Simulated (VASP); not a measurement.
Here is a VASP 6.6.1 calculation.

File POSCAR:

```
PtS2
1.0
    3.5526240960      0.0000000000      0.0000000000
   -1.7763120480      3.0766627172      0.0000000000
    0.0000000000      0.0000000000      5.1228306077
Pt S
1 2
Direct
    0.0000000000      0.0000000000      0.0000000000
    0.3333333333      0.6666666667      0.2392542177
    0.6666666667      0.3333333333      0.7607457823
```

File INCAR.step1:

```
  PREC = Accurate
  ENCUT = 520
  EDIFF = 1E-5
  ISMEAR = 0
  SIGMA = 0.01
  LREAL = F
  LASPH = T
  NELM = 100
  ALGO = Normal
  ISIF = 2
  LWAVE = T
  LCHARG = F
  NBANDS = 18
  GGA = PE
```

INCAR.step2

```
  PREC = Accurate
  ENCUT = 520
  EDIFF = 1E-6
  ISMEAR = 0
  SIGMA = 0.01
  LREAL = F
  LASPH = T
  NELM = 100
  ALGO = Normal
  ISIF = 2
  LWAVE = F
  LCHARG = F
  GGA = PE
  LHFCALC = T
  AEXX = 0.1
  HFSCREEN = 0.1
  PRECFOCK = Normal
  NBANDS = 18
  ISTART = 1
```

KPOINTS

```
regular mesh
0
Gamma
  6 6 2
```

Potentials or basis: VASP PAW PBE potentials, release 64 (Pt, S).

Launch:

```bash
$ cat potpaw_PBE.64/Pt/POTCAR potpaw_PBE.64/S/POTCAR > POTCAR
$ cp INCAR.step1 INCAR
$ mpirun -np 1 vasp_std > vasp.out
$ cp INCAR.step2 INCAR
$ mpirun -np 1 vasp_std > vasp.out
```

(1) Estimate the band gap on the k mesh.

(2) What does it give for the largest force?

Answers

(1) 1.16 eV (least direct gap 1.94 eV).

(2) 0.151 eV/Å.

Caveat: the k points lie up to 0.61 Å⁻¹ apart; the PAW data sets were made with another functional, which shifts forces and pressure a little; spin-orbit coupling is left out, which moves the levels of the heavy elements.
